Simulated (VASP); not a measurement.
# FeO (Fm-3m) in VASP: a series of runs

FeO is run at these levels: PBEsol+U; tasks: density of states, single point.

Everything below comes from runs of VASP 6.6.1. Logs are shortened: lines on timing, memory, paths and dates and some standing lists are left out, and cuts for length are marked.

## Step 1: The cell of the first run

It takes space group Fm-3m (No. 225, cubic). Conventional cell: a = 4.326 Å, b = 4.326 Å, c = 4.326 Å, α = 90.00°, β = 90.00°, γ = 90.00°. Fe (site symmetry m-3m) has 6 O at 2.16 Å within 2.9 Å. O (site symmetry m-3m) has 6 Fe at 2.16 Å within 2.9 Å.

## Step 2: Density of states, PBEsol+U

POSCAR reads:

```
FeO
1.0
    0.0000000000      2.1630864600      2.1630864600
    2.1630864600      0.0000000000      2.1630864600
    2.1630864600      2.1630864600      0.0000000000
Fe O
1 1
Direct
    0.0000000000      0.0000000000      0.0000000000
    0.5000000000      0.5000000000      0.5000000000
```

INCAR.step1 reads:

```
SYSTEM = FeO
  PREC = Accurate
  ENCUT = 520
  EDIFF = 1E-6
  ISMEAR = -1
  SIGMA = 0.1
  LREAL = .FALSE.
  LASPH = .TRUE.
  NELM = 200
  ALGO = Normal
  ISIF = 2
  LWAVE = .FALSE.
  LCHARG = .TRUE.
  LMAXMIX = 4
  LDAU = .TRUE.
  LDAUTYPE = 2
  LDAUL = 2 -1
  LDAUU = 2.06 0
  LDAUJ = 0 0
  LDAUPRINT = 1
  GGA = PS
  NBANDS = 14
  GGA_COMPAT = .FALSE.
  NEDOS = 2001
  LORBIT = 11
```

KPOINTS.step1 reads:

```
regular mesh
0
G
  9 9 9
  0 0 0
```

INCAR.step2 reads:

```
SYSTEM = FeO
  PREC = Accurate
  ENCUT = 520
  EDIFF = 1E-6
  ISMEAR = -5
  SIGMA = 0.1
  LREAL = .FALSE.
  LASPH = .TRUE.
  NELM = 200
  ALGO = Normal
  ISIF = 2
  LWAVE = .FALSE.
  LCHARG = .FALSE.
  LMAXMIX = 4
  LDAU = .TRUE.
  LDAUTYPE = 2
  LDAUL = 2 -1
  LDAUU = 2.06 0
  LDAUJ = 0 0
  LDAUPRINT = 1
  GGA = PS
  LORBIT = 10
  NBANDS = 14
  NEDOS = 1001
  ICHARG = 11
  GGA_COMPAT = .FALSE.
```

KPOINTS.step2 reads:

```
regular mesh
0
G
  14 14 14
  0 0 0
```

Potentials or basis: VASP PAW PBE potentials, release 64 (Fe, O).

Launch:

```
$ cat potpaw_PBE.64/Fe/POTCAR potpaw_PBE.64/O/POTCAR > POTCAR
$ cp INCAR.step1 INCAR
$ cp KPOINTS.step1 KPOINTS
$ mpirun -np 1 vasp_std > vasp.out
$ cp INCAR.step2 INCAR
$ cp KPOINTS.step2 KPOINTS
$ mpirun -np 1 vasp_std > vasp.out
```

OUTCAR:

```text
SYSTEM = FeO
   PREC = Accurate
   ENCUT = 520
   EDIFF = 1E-6
   ISMEAR = -5
   LREAL = .FALSE.
   LASPH = .TRUE.
   NELM = 200
   ISIF = 2
   GGA = PS
   LORBIT = 10
   ICHARG = 11

 ion  position               nearest neighbor table
   1  0.000  0.000  0.000-   2 2.16   2 2.16   2 2.16   2 2.16   2 2.16   2 2.16
   2  0.500  0.500  0.500-   1 2.16   1 2.16   1 2.16   1 2.16   1 2.16   1 2.16

  LATTYP: Found a face centered cubic cell.
 ALAT       =     4.3261729200

  Lattice vectors:

 A1 = (   0.0000000000,   2.1630864600,   2.1630864600)
 A2 = (   2.1630864600,   0.0000000000,   2.1630864600)
 A3 = (   2.1630864600,   2.1630864600,   0.0000000000)

Analysis of symmetry for initial positions (statically):
=====================================================================
 Subroutine PRICEL returns:
 Original cell was already a primitive cell.

 Routine SETGRP: Setting up the symmetry group for a
 face centered cubic supercell.

 Subroutine GETGRP returns: Found 48 space group operations
[... 9 lines left out ...]

 Routine SETGRP: Setting up the symmetry group for a
 face centered cubic supercell.

 Subroutine GETGRP returns: Found 48 space group operations
[... 11 lines left out ...]
                                     Primitive cell

  volume of cell :      20.2419

  direct lattice vectors                    reciprocal lattice vectors
     0.000000000  2.163086460  2.163086460    -0.231151186  0.231151186  0.231151186
     2.163086460  0.000000000  2.163086460     0.231151186 -0.231151186  0.231151186
     2.163086460  2.163086460  0.000000000     0.231151186  0.231151186 -0.231151186

  length of vectors
     3.059066208  3.059066208  3.059066208     0.400365598  0.400365598  0.400365598

  position of ions in fractional coordinates (direct lattice)
     0.000000000  0.000000000  0.000000000
     0.500000000  0.500000000  0.500000000

  ion indices of the primitive-cell ions
   primitive index   ion index
                 1           1
                 2           2

----------------------------------------------------------------------------------------

 KPOINTS: regular mesh

Automatic generation of k-mesh.
 Grid dimensions read from file:
 generate k-points for:   14   14   14

 Generating k-lattice:

[... 130 lines left out ...]
  o =  0.9420  v =  0.0000  0.0000  0.0000  0.0000  0.0000  1.0000  0.0000  0.0000  0.0000  0.0000      0.0000  0.0000  0.0000  0.0000  0.0000  0.0000  0.0000  0.0000  0.0000  0.0000
  o =  0.9420  v =  1.0000  0.0000  0.0000  0.0000  0.0000  0.0000  0.0000  0.0000  0.0000  0.0000      0.0000  0.0000  0.0000  0.0000  0.0000  0.0000  0.0000  0.0000  0.0000  0.0000
  o =  0.9420  v =  0.0000 -0.9751  0.0000 -0.2216 -0.0000  0.0000  0.0000  0.0000  0.0000  0.0000      0.0000  0.0000  0.0000  0.0000  0.0000  0.0000  0.0000  0.0000  0.0000  0.0000
  o =  0.9420  v =  0.0000  0.0000  0.0000  0.0000  0.0000  0.0000 -0.9751  0.0000 -0.2216 -0.0000      0.0000  0.0000  0.0000  0.0000  0.0000  0.0000  0.0000  0.0000  0.0000  0.0000
  o =  0.9420  v =  0.0000  0.0000  0.0000  0.0000  0.0000  0.0000  0.2216 -0.0000 -0.9751 -0.0000      0.0000  0.0000  0.0000  0.0000  0.0000  0.0000  0.0000  0.0000  0.0000  0.0000
  o =  0.9420  v =  0.0000  0.2216 -0.0000 -0.9751 -0.0000  0.0000  0.0000  0.0000  0.0000  0.0000      0.0000  0.0000  0.0000  0.0000  0.0000  0.0000  0.0000  0.0000  0.0000  0.0000

 number of electron      14.0000000 magnetization

 Free energy of the ion-electron system (eV)
  ---------------------------------------------------
  ext. energy  EPLUGINS =         0.00000000
  ---------------------------------------------------
  free energy    TOTEN  =       -13.06782771 eV

  energy without entropy =      -13.06782771  energy(sigma->0) =      -13.06782771

 E-fermi :   4.4770     XC(G=0): -12.3722

 val. band max:        4.4563306821   @ k =   0.5000   0.0000   0.0000
 cond. band min:       4.9334888052   @ k =   0.0000   0.0000   0.0000
 fundamental gap:      0.4771581232
 Fermi energy:         4.4770134614

 k-point     1 :       0.0000    0.0000    0.0000
  band No.  band energies     occupation
      1     -14.9330      2.00000
      2       1.8031      2.00000
      3       1.8031      2.00000
      4       1.8031      2.00000
      5       3.1499      2.00000
      6       3.1503      2.00000
      7       3.1504      2.00000
      8       4.9335      0.00000
      9       4.9340      0.00000
     10       6.1781      0.00000
     11      21.3068      0.00000
     12      22.7023      0.00000
     13      22.7024      0.00000
     14      22.7024      0.00000
[... 377 lines left out ...]
      1     -14.3519      2.00000
      2      -0.9959      2.00000
      3       0.5728      2.00000
      4       0.7818      2.00000
      5       3.1056      2.00000
      6       4.0576      2.00000
      7       4.0874      2.00000
      8       5.6089      0.00000
      9       6.1823      0.00000
     10       9.5781      0.00000
     11      16.9449      0.00000
     12      19.1865      0.00000
     13      20.5834      0.00000
     14      22.7028      0.00000

 [... further k-points ...]

------------------------ aborting loop because EDIFF is reached ----------------------------------------

  FORCE on cell =-STRESS in cart. coord.  units (eV):
  Direction    XX          YY          ZZ          XY          YZ          ZX
  --------------------------------------------------------------------------------------
  -------------------------------------------------------------------------------------
  Total       -3.9487937     -3.9487937     -3.9487937     -0.0000000      0.0000000     -0.0000000
  in kB     -312.5527982   -312.5527982   -312.5527982     -0.0000000      0.0000000     -0.0000000
  external PRESSURE =    -312.5527982 kB  Pullay stress =       0.0000000 kB

 VOLUME and BASIS-vectors are now :
 -----------------------------------------------------------------------------
  energy-cutoff  :      520.00
  volume of cell :       20.24
      direct lattice vectors                 reciprocal lattice vectors
     0.000000000  2.163086460  2.163086460    -0.231151186  0.231151186  0.231151186
     2.163086460  0.000000000  2.163086460     0.231151186 -0.231151186  0.231151186
     2.163086460  2.163086460  0.000000000     0.231151186  0.231151186 -0.231151186

 POSITION                                       TOTAL-FORCE (eV/Angst)
 -----------------------------------------------------------------------------------
      0.00000      0.00000      0.00000         0.000000     -0.000000      0.000000
      2.16309      2.16309      2.16309        -0.000000      0.000000      0.000000
 -----------------------------------------------------------------------------------
    total drift:                                0.000000     -0.000000     -0.000000

  FREE ENERGIE OF THE ION-ELECTRON SYSTEM (eV)
  ---------------------------------------------------
  free  energy   TOTEN  =       -13.0678277062 eV

  energy  without entropy=      -13.0678277062  energy(sigma->0) =      -13.06782771

 total charge

# of ion       s       p       d       tot
------------------------------------------
    1        0.259   0.318   6.279   6.855
    2        1.535   3.385   0.000   4.920
--------------------------------------------------
tot          1.794   3.703   6.279  11.775
```

OSZICAR.step1:

```text
N       E                     dE             d eps       ncg     rms          rms(c)
DAV:   1     0.722912970033E+02    0.72291E+02   -0.71507E+03  1028   0.121E+03
DAV:   2    -0.956839501999E+01   -0.81860E+02   -0.72189E+02  1040   0.237E+02
DAV:   3    -0.142942728666E+02   -0.47259E+01   -0.44967E+01  1130   0.629E+01
DAV:   4    -0.143389150287E+02   -0.44642E-01   -0.44618E-01  1082   0.602E+00
DAV:   5    -0.143393211066E+02   -0.40608E-03   -0.40608E-03  1118   0.617E-01    0.128E+01
DAV:   6    -0.145798762768E+02   -0.24056E+00   -0.22224E+01  1038   0.686E+01    0.171E+01
DAV:   7    -0.126108713826E+02    0.19690E+01   -0.15160E+01  1082   0.589E+01    0.528E+00
DAV:   8    -0.128823022263E+02   -0.27143E+00   -0.50150E-01  1106   0.948E+00    0.252E+00
DAV:   9    -0.130486545855E+02   -0.16635E+00   -0.99782E-02  1020   0.292E+00    0.823E-01
DAV:  10    -0.130685144479E+02   -0.19860E-01   -0.92357E-03  1118   0.722E-01    0.429E-01
DAV:  11    -0.130707384217E+02   -0.22240E-02   -0.18806E-03  1004   0.928E-01    0.123E-01
DAV:  12    -0.130705303184E+02    0.20810E-03   -0.56503E-04  1310   0.346E-01    0.507E-02
DAV:  13    -0.130704968851E+02    0.33433E-04   -0.12769E-04  1052   0.225E-01    0.142E-02
DAV:  14    -0.130704968088E+02    0.76332E-07   -0.19069E-05  1164   0.583E-02    0.520E-03
DAV:  15    -0.130704972900E+02   -0.48126E-06   -0.67288E-07   712   0.150E-02
   1 F= -.13070497E+02 E0= -.13064517E+02  d E =-.119600E-01
```

It took 47 s on 1 thread of Intel Xeon 8259CL, shared host; peak memory 0.15 GiB.

What came out:

```yaml
Valence_electrons_inside_the_program's_atomic_spheres: Fe 6.86; O 4.92
```

Eigenvalues of the final occupation matrices:
```
    site  spin  trace               eigenvalues
site 1 d     1   3.15  0.16 0.16 0.94 0.94 0.94
site 1 d     2   3.15  0.16 0.16 0.94 0.94 0.94
```

Caveat: the PAW data sets were made with another functional, which shifts forces and pressure a little. Spin polarisation is off, so any magnetic state and its effect on volume and gap are missing.

## Step 3: Single point, PBEsol+U, collinear spin, ferromagnetic start

INCAR reads:

```
SYSTEM = FeO
PREC = Accurate
ENCUT = 600
EDIFF = 1E-6
ISMEAR = -1
SIGMA = 0.1
LREAL = .FALSE.
LASPH = .TRUE.
NELM = 200
ALGO = Normal
ISIF = 2
LWAVE = .FALSE.
LCHARG = .FALSE.
ISPIN = 2
MAGMOM = 4 0
LORBIT = 11
LMAXMIX = 4
LDAU = .TRUE.
LDAUTYPE = 2
LDAUL = 2 -1
LDAUU = 2.06 0
LDAUJ = 0 0
LDAUPRINT = 1
GGA = PS
NBANDS = 18
ISYM = 0
GGA_COMPAT = .FALSE.
```

KPOINTS reads:

```
Automatic mesh
0
G
  9 9 9
  0 0 0
```

POSCAR is that of step 2.

Potentials or basis: VASP PAW PBE potentials, release 64 (Fe, O).

Launch:

```
$ cat potpaw_PBE.64/Fe/POTCAR potpaw_PBE.64/O/POTCAR > POTCAR
$ mpirun -np 1 vasp_std > vasp.out
```

OUTCAR:

```text
SYSTEM = FeO
   PREC = Accurate
   ENCUT = 600
   EDIFF = 1E-6
   ISMEAR = -1
   LREAL = .FALSE.
   LASPH = .TRUE.
   NELM = 200
   ISIF = 2
   ISPIN = 2
   LORBIT = 11
   GGA = PS
   ISYM = 0

 ion  position               nearest neighbor table
   1  0.000  0.000  0.000-   2 2.16   2 2.16   2 2.16   2 2.16   2 2.16   2 2.16
   2  0.500  0.500  0.500-   1 2.16   1 2.16   1 2.16   1 2.16   1 2.16   1 2.16

IMPORTANT INFORMATION: All symmetrisations will be switched off!
NOSYMM: (Re-)initialisation of all symmetry stuff for point group C_1.

----------------------------------------------------------------------------------------

                                     Primitive cell

  volume of cell :      20.2419

  direct lattice vectors                    reciprocal lattice vectors
     0.000000000  2.163086460  2.163086460    -0.231151186  0.231151186  0.231151186
     2.163086460  0.000000000  2.163086460     0.231151186 -0.231151186  0.231151186
     2.163086460  2.163086460  0.000000000     0.231151186  0.231151186 -0.231151186

[... 1185 lines left out ...]
     17      31.7332      0.00000
     18      33.5675      0.00000

 [... further k-points ...]

------------------------ aborting loop because EDIFF is reached ----------------------------------------

  FORCE on cell =-STRESS in cart. coord.  units (eV):
  Direction    XX          YY          ZZ          XY          YZ          ZX
  --------------------------------------------------------------------------------------
  -------------------------------------------------------------------------------------
  Total       -1.2596494     -1.2596286     -1.2600348     -0.0001257     -0.0002849     -0.0002885
  in kB      -99.7030946    -99.7014474    -99.7336013     -0.0099516     -0.0225515     -0.0228358
  external PRESSURE =     -99.7127145 kB  Pullay stress =       0.0000000 kB

 VOLUME and BASIS-vectors are now :
 -----------------------------------------------------------------------------
  energy-cutoff  :      600.00
  volume of cell :       20.24
      direct lattice vectors                 reciprocal lattice vectors
     0.000000000  2.163086460  2.163086460    -0.231151186  0.231151186  0.231151186
     2.163086460  0.000000000  2.163086460     0.231151186 -0.231151186  0.231151186
     2.163086460  2.163086460  0.000000000     0.231151186  0.231151186 -0.231151186

 POSITION                                       TOTAL-FORCE (eV/Angst)
 -----------------------------------------------------------------------------------
      0.00000      0.00000      0.00000         0.000000      0.000001      0.000000
      2.16309      2.16309      2.16309        -0.000000     -0.000001     -0.000000
 -----------------------------------------------------------------------------------
    total drift:                                0.000001     -0.000000     -0.000001

  FREE ENERGIE OF THE ION-ELECTRON SYSTEM (eV)
  ---------------------------------------------------
  free  energy   TOTEN  =       -14.7884837754 eV

  energy  without entropy=      -14.7439825007  energy(sigma->0) =      -14.76623314

 total charge

# of ion       s       p       d       tot
------------------------------------------
    1        0.292   0.361   6.070   6.724
    2        1.546   3.423   0.000   4.969
--------------------------------------------------
tot          1.838   3.784   6.070  11.693

 magnetization (x)

# of ion       s       p       d       tot
------------------------------------------
    1        0.026   0.020   3.668   3.714
    2        0.026   0.225   0.000   0.251
--------------------------------------------------
tot          0.052   0.245   3.668   3.964
```

OSZICAR:

```text
N       E                     dE             d eps       ncg     rms          rms(c)
DAV:   1     0.786862628976E+02    0.78686E+02   -0.78248E+03 28204   0.106E+03
DAV:   2    -0.118766462162E+02   -0.90563E+02   -0.76009E+02 27068   0.219E+02
DAV:   3    -0.173952527900E+02   -0.55186E+01   -0.54291E+01 30390   0.585E+01
DAV:   4    -0.174375280345E+02   -0.42275E-01   -0.42253E-01 32072   0.482E+00
DAV:   5    -0.174377890794E+02   -0.26104E-03   -0.26103E-03 31298   0.392E-01    0.158E+01
DAV:   6    -0.152906460593E+02    0.21471E+01   -0.14795E+01 34682   0.580E+01    0.215E+01
DAV:   7    -0.148121184480E+02    0.47853E+00   -0.17740E+00 32030   0.273E+01    0.103E+01
DAV:   8    -0.148070216413E+02    0.50968E-02   -0.16799E-01 30642   0.305E+00    0.542E+00
DAV:   9    -0.147873249558E+02    0.19697E-01   -0.15152E-02 37396   0.153E+00    0.541E-01
DAV:  10    -0.147884586709E+02   -0.11337E-02   -0.22618E-03 34168   0.437E-01    0.956E-02
DAV:  11    -0.147884653181E+02   -0.66473E-05   -0.27408E-04 36834   0.234E-01    0.509E-02
DAV:  12    -0.147884773621E+02   -0.12044E-04   -0.29420E-05 34234   0.545E-02    0.269E-02
DAV:  13    -0.147884831273E+02   -0.57652E-05   -0.50269E-06 30392   0.194E-02    0.116E-02
DAV:  14    -0.147884837754E+02   -0.64806E-06   -0.51098E-07 18466   0.635E-03
   1 F= -.14788484E+02 E0= -.14766233E+02  d E =-.445013E-01  mag=     4.0027
```

stdout:

```text
POSCAR found type information on POSCAR FeO
 POSCAR found :  2 types and       2 ions
 scaLAPACK will be used
 -----------------------------------------------------------------------------
|                                                                             |
|                                                                             |
|     You enforced a specific xc type in the INCAR file but a different       |
|     I HOPE YOU KNOW WHAT YOU ARE DOING!                                     |
|                                                                             |
 -----------------------------------------------------------------------------

 LDA part: xc-table for (Slater+PW92), standard interpolation
 POSCAR, INCAR and KPOINTS ok, starting setup
 FFT: planning ... GRIDC
 FFT: planning ... GRID_SOFT
 FFT: planning ... GRID
 WAVECAR not read
 entering main loop
```

Run time: 6 min. Hardware: 1 thread of Intel Xeon 8259CL, shared host; peak memory 0.35 GiB.

What came out:

| Quantity | Value |
| --- | --- |
| Free energy | -14.7885 eV |
| Pressure | -10.0 GPa |
| Band gap on the k mesh | zero (filled and empty bands overlap) |
| Net moment | 4.00 μB per cell |
| Site moments | Fe +3.71; O +0.25 μB |
| Valence electrons inside the program's atomic spheres | Fe 6.72; O 4.97 |

Levels at points of the mesh, in eV from the Fermi level:
Spin up:
```tsv
k point	band 6	band 7	band 8	band 9	band 10	band 11	band 12	band 13
(0.00, 0.00, 0.00)	-5.05	-3.92	-3.92	-3.92	-0.28	14.99	15.91	15.91
```
Spin down:
```tsv
k point	band 2	band 3	band 4	band 5	band 6	band 7	band 8	band 9
(0.00, 0.00, 0.00)	-3.42	-3.42	-3.42	-0.70	-0.70	-0.70	0.49	0.55
```

Eigenvalues of the final occupation matrices:
| site | spin | trace | eigenvalues |
| --- | --- | --- | --- |
| site 1 d | 1 | 4.88 | 0.96 0.96 0.96 1.00 1.00 |
| site 1 d | 2 | 1.21 | 0.13 0.13 0.32 0.32 0.32 |

Caveat: the PAW data sets were made with another functional, which shifts forces and pressure a little; a cell with one magnetic atom can't hold antiferromagnetic order, which such compounds often take. The state reached can hang on the start; a lower one may exist.
